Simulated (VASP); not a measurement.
# Co (Fd-3m) in VASP: notebook, part 2 of 2

VASP 6.6.1. Earlier steps stand in the parts before.

### Step 3. Single point, LDA (volume scaled by 1.04)

INCAR

```
SYSTEM = Co
ALGO = Normal ; EDIFF = 1E-7
ENCUT = 520 ; GGA = CA
ISIF = 2 ; ISMEAR = -1
LASPH = .True. ; LCHARG = .False.
LREAL = .False. ; LWAVE = .False.
NBANDS = 16 ; NELM = 60
PREC = Accurate ; SIGMA = 0.1
```

KPOINTS

```
k-points
0
Gamma
  13 13 13
  0 0 0
```

POSCAR

```
Co
1.0
    0.0000000000      2.4284760618      2.4284760618
    2.4284760618      0.0000000000      2.4284760618
    2.4284760618      2.4284760618      0.0000000000
Co
2
Direct
    0.1250000000      0.1250000000      0.1250000000
    0.8750000000      0.8750000000      0.8750000000
```

Potentials or basis: VASP PAW LDA potentials, release 64 (Co).

The run is started by

```sh
cat potpaw_LDA.64/Co/POTCAR > POTCAR
mpirun -np 1 vasp_std > vasp.out
```

OUTCAR:

```text
SYSTEM = Co
   EDIFF = 1E-7
   ENCUT = 520
   GGA = CA
   ISIF = 2
   ISMEAR = -1
   LASPH = .True.
   LREAL = .False.
   NELM = 60
   PREC = Accurate

 ion  position               nearest neighbor table
   1  0.125  0.125  0.125-   2 2.10   2 2.10   2 2.10   2 2.10
   2  0.875  0.875  0.875-   1 2.10   1 2.10   1 2.10   1 2.10

  LATTYP: Found a face centered cubic cell.
 ALAT       =     4.8569521236

  Lattice vectors:

 A1 = (   0.0000000000,   2.4284760618,   2.4284760618)
 A2 = (   2.4284760618,   0.0000000000,   2.4284760618)
 A3 = (   2.4284760618,   2.4284760618,   0.0000000000)

Analysis of symmetry for initial positions (statically):
=====================================================================
 Subroutine PRICEL returns:
 Original cell was already a primitive cell.

 Routine SETGRP: Setting up the symmetry group for a
 face centered cubic supercell.

 Subroutine GETGRP returns: Found 48 space group operations
 (whereof 12 operations were pure point group operations)
 out of a pool of 48 trial point group operations.

The static configuration has the point symmetry D_3d.
 The point group associated with its full space group is O_h .

[... 161 lines left out ...]
 E-fermi :   6.4503     XC(G=0): -11.8736

 val. band max:        6.4469134155   @ k =   0.4615   0.3077   0.0000
 cond. band min:       6.4644416240   @ k =   0.4615   0.3846   0.0769
 fundamental gap:      0.0175282085
 Fermi energy:         6.4503139554

 k-point     1 :       0.0000    0.0000    0.0000
  band No.  band energies     occupation
      1      -0.5992      2.00000
      2       3.2723      2.00000
      3       3.2723      2.00000
      4       3.4542      2.00000
      5       3.4542      2.00000
      6       3.4542      2.00000
[... 433 lines left out ...]
      3       3.4267      2.00000
      4       3.4765      2.00000
      5       3.7150      2.00000
      6       4.0196      2.00000
[... 8 lines left out ...]
     15      18.0732      0.00000
     16      22.8944      0.00000

 [... further k-points ...]

------------------------ aborting loop because EDIFF is reached ----------------------------------------

  FORCE on cell =-STRESS in cart. coord.  units (eV):
  Direction    XX          YY          ZZ          XY          YZ          ZX
  --------------------------------------------------------------------------------------
  -------------------------------------------------------------------------------------
  Total       -1.2894420     -1.2894420     -1.2894420      0.0000000      0.0000000      0.0000000
  in kB      -72.1241865    -72.1241865    -72.1241865      0.0000000      0.0000000      0.0000000
  external PRESSURE =     -72.1241865 kB  Pullay stress =       0.0000000 kB

 VOLUME and BASIS-vectors are now :
 -----------------------------------------------------------------------------
  energy-cutoff  :      520.00
  volume of cell :       28.64
      direct lattice vectors                 reciprocal lattice vectors
     0.000000000  2.428476062  2.428476062    -0.205890438  0.205890438  0.205890438
     2.428476062  0.000000000  2.428476062     0.205890438 -0.205890438  0.205890438
     2.428476062  2.428476062  0.000000000     0.205890438  0.205890438 -0.205890438

 POSITION                                       TOTAL-FORCE (eV/Angst)
 -----------------------------------------------------------------------------------
      0.60712      0.60712      0.60712        -0.000000     -0.000000     -0.000000
      4.24983      4.24983      4.24983         0.000000      0.000000      0.000000
 -----------------------------------------------------------------------------------
    total drift:                                0.000000      0.000000     -0.000000

  FREE ENERGIE OF THE ION-ELECTRON SYSTEM (eV)
  ---------------------------------------------------
  free  energy   TOTEN  =       -13.5998648859 eV

  energy  without entropy=      -13.4638266425  energy(sigma->0) =      -13.53184576
```

Wall time 41 s (1 thread of AMD EPYC 7R43 (Zen 3), shared host); peak memory 0.13 GiB.

What came out:

```
Free energy            : -13.5999 eV
Pressure               : -7.2 GPa
Band gap on the k mesh : zero (band 9 reaches 6.92 eV, above the bottom of band 10 at 6.05 eV)
```

Caveat: the cell differs from its parent crystal (volume scaled by 1.04); the run has no spin polarisation, though such a crystal can be magnetic.

### Step 4. Single point, LDA (volume scaled by 1.08)

INCAR

```
PREC = Accurate
ENCUT = 520
EDIFF = 1E-6
ISMEAR = -1
SIGMA = 0.1
LREAL = F
LASPH = T
NELM = 80
ALGO = Normal
ISIF = 2
LWAVE = F
LCHARG = F
NBANDS = 16
```

KPOINTS

```
regular mesh
0
Gamma
  13 13 13
```

POSCAR

```
Co
1.0
    0.0000000000      2.4592195288      2.4592195288
    2.4592195288      0.0000000000      2.4592195288
    2.4592195288      2.4592195288      0.0000000000
Co
2
Direct
    0.1250000000      0.1250000000      0.1250000000
    0.8750000000      0.8750000000      0.8750000000
```

The run is started by

```sh
cat potpaw_LDA.64/Co/POTCAR > POTCAR
mpirun -np 1 vasp_std > vasp.out
```

It took 40 s on 1 thread of AMD EPYC 7R43 (Zen 3), shared host; peak memory 0.12 GiB.

The run converged. Its results:

* Free energy: -13.5347 eV
* Pressure: -11.6 GPa
* Band gap on the k mesh: zero (band 9 reaches 6.44 eV, above the bottom of band 10 at 5.62 eV)

Levels at points of the mesh, in eV from the Fermi level:
```csv
k point,band 5,band 6,band 7,band 8,band 9,band 10,band 11,band 12,band 13,band 14
"(0.00, 0.00, 0.00)",-2.86,-2.86,-1.05,-1.05,-1.05,0.31,0.31,13.30,13.30,13.30
```

Caveat: the cell differs from its parent crystal (volume scaled by 1.08); the run has no spin polarisation, though such a crystal can be magnetic. Spin polarisation is off, so any magnetic state and its effect on volume and gap are missing.

### Step 5. Single point, LDA (volume scaled by 1.12)

INCAR

```
ALGO = Normal
EDIFF = 1E-7
ENCUT = 520
GGA = CA
ISIF = 2
ISMEAR = -1
LASPH = True
LCHARG = False
LREAL = False
LWAVE = False
NBANDS = 16
NELM = 100
PREC = Accurate
SIGMA = 0.1
```

KPOINTS

```
k-points
0
Gamma
  13 13 13
```

POSCAR

```
Co
1.0
    0.0000000000      2.4892129669      2.4892129669
    2.4892129669      0.0000000000      2.4892129669
    2.4892129669      2.4892129669      0.0000000000
Co
2
Direct
    0.1250000000      0.1250000000      0.1250000000
    0.8750000000      0.8750000000      0.8750000000
```

The run is started by

```sh
cat potpaw_LDA.64/Co/POTCAR > POTCAR
mpirun -np 1 vasp_std > vasp.out
```

Run time: 41 s. Hardware: 1 thread of AMD EPYC 7R43 (Zen 3), shared host; peak memory 0.13 GiB.

It converged, with:

```
Free energy            : -13.4428 eV
Pressure               : -15.0 GPa
Band gap on the k mesh : zero (band 9 reaches 6.01 eV, above the bottom of band 10 at 5.23 eV)
```

Levels at points of the mesh, in eV from the Fermi level:
| k point | band 5 | band 6 | band 7 | band 8 | band 9 | band 10 | band 11 | band 12 | band 13 | band 14 |
| --- | --- | --- | --- | --- | --- | --- | --- | --- | --- | --- |
| (0.00, 0.00, 0.00) | -2.73 | -2.73 | -1.00 | -1.00 | -1.00 | 0.29 | 0.29 | 12.94 | 12.94 | 12.94 |

Caveat: the cell differs from its parent crystal (volume scaled by 1.12); the run has no spin polarisation, though such a crystal can be magnetic. Spin polarisation is off, so any magnetic state and its effect on volume and gap are missing.

### Step 6. Relaxation of cell and atoms, LDA

This run uses another cell than the first one, of 14.95 Å³/atom, 1.086 times its volume.

INCAR

```
SYSTEM = Co
ALGO     = Normal         ! electronic algorithm
EDIFF    = 1E-6           ! SCF threshold, eV
EDIFFG   = -0.01          ! ionic threshold
ENCUT    = 600            ! plane-wave cutoff, eV
GGA      = CA             ! functional
IBRION   = 2              ! ionic algorithm
ISIF     = 3              ! what is computed and relaxed
ISMEAR   = -1             ! smearing method
LASPH    = .TRUE.         ! aspherical terms in the spheres
LCHARG   = .FALSE.        ! write CHGCAR
LREAL    = .FALSE.        ! projectors in reciprocal space
LWAVE    = .FALSE.        ! write WAVECAR
NELM     = 60             ! most SCF steps
NSW      = 80             ! ionic steps
PREC     = Accurate       ! precision mode
SIGMA    = 0.1            ! smearing width, eV
```

KPOINTS

```
k-points
0
G
  11 11 11
  0 0 0
```

POSCAR

```
Co
1.0
    0.0000000000      2.4634331982      2.4634331982
    2.4634331982      0.0000000000      2.4634331982
    2.4634331982      2.4634331982      0.0000000000
Co
2
Direct
    0.1250000000      0.1250000000      0.1250000000
    0.8750000000      0.8750000000      0.8750000000
```

Potentials or basis: VASP PAW LDA potentials, release 64 (Co).

The run is started by

```sh
cat potpaw_LDA.64/Co/POTCAR > POTCAR
mpirun -np 1 vasp_std > vasp.out
```

Wall time 53 s (1 thread of AMD EPYC 7R43 (Zen 3), shared host); peak memory 0.13 GiB.

The run converged. Its results:

* Free energy: -13.6345 eV
* Relaxed volume: 13.63 Å³/atom
* Relaxed cell: a = 3.378 Å, b = 3.378 Å, c = 3.378 Å, α = 60.00°, β = 60.00°, γ = 60.00°
* Space group after relaxing (to 0.05 Å): Fd-3m (No. 227)
* Energy gained by relaxing: 55.3 meV/atom
* Ionic steps: 3
* Pressure after relaxing: -0.1 GPa
* Band gap on the k mesh: zero (band 9 reaches 7.57 eV, above the bottom of band 10 at 6.80 eV)

The path:
```
step  energy change (eV)  largest force (eV/Å)  pressure (GPa)  volume (Å³)
   1              0.0000                0.0000          -12.15        29.90
   2             -0.0283                0.0000           14.40        25.26
   3             -0.1106                0.0000           -0.08        27.25
```

Final structure:
```yaml
crystal:
  lattice:
    - [0.00000, 2.38848, 2.38848]
    - [2.38848, 0.00000, 2.38848]
    - [2.38848, 2.38848, 0.00000]
  atoms:
    - { symbol: Co, position: [0.12500, 0.12500, 0.12500] }
    - { symbol: Co, position: [0.87500, 0.87500, 0.87500] }
```

Levels at points of the mesh, in eV from the Fermi level:
| k point | band 6 | band 7 | band 8 | band 9 | band 10 | band 11 | band 12 | band 13 |
| --- | --- | --- | --- | --- | --- | --- | --- | --- |
| (0.00, 0.00, 0.00) | -3.19 | -1.19 | -1.19 | -1.19 | 0.35 | 0.35 | 14.18 | 14.18 |

Caveat: the run has no spin polarisation, though such a crystal can be magnetic.

### Step 7. The runs side by side

| task | cell | k mesh | cutoff (eV) | gap on the mesh (eV) | pressure (GPa) |
| --- | --- | --- | --- | --- | --- |
| single point | a = 3.390 Å, angles 60.0°, 2 atoms | 13 × 13 × 13 | 520 | none | -1.8 |
| single point | a = 3.434 Å, angles 60.0°, 2 atoms | 13 × 13 × 13 | 520 | none | -7.2 |
| single point | a = 3.478 Å, angles 60.0°, 2 atoms | 13 × 13 × 13 | 520 | none | -11.6 |
| single point | a = 3.520 Å, angles 60.0°, 2 atoms | 13 × 13 × 13 | 520 | none | -15.0 |
| relaxation of cell and atoms | relaxed from a = 3.484 Å, angles 60.0°, 2 atoms | 11 × 11 × 11 | 600 | none | -0.1 |

Alike in all rows: level LDA; potentials or basis VASP PAW LDA potentials, release 64 (Co); no spin polarisation; smearing fermi-dirac 0.1 eV.

Caveats: the run has no spin polarisation, though such a crystal can be magnetic.

Absolute energies hang on the potentials; compare differences alone.
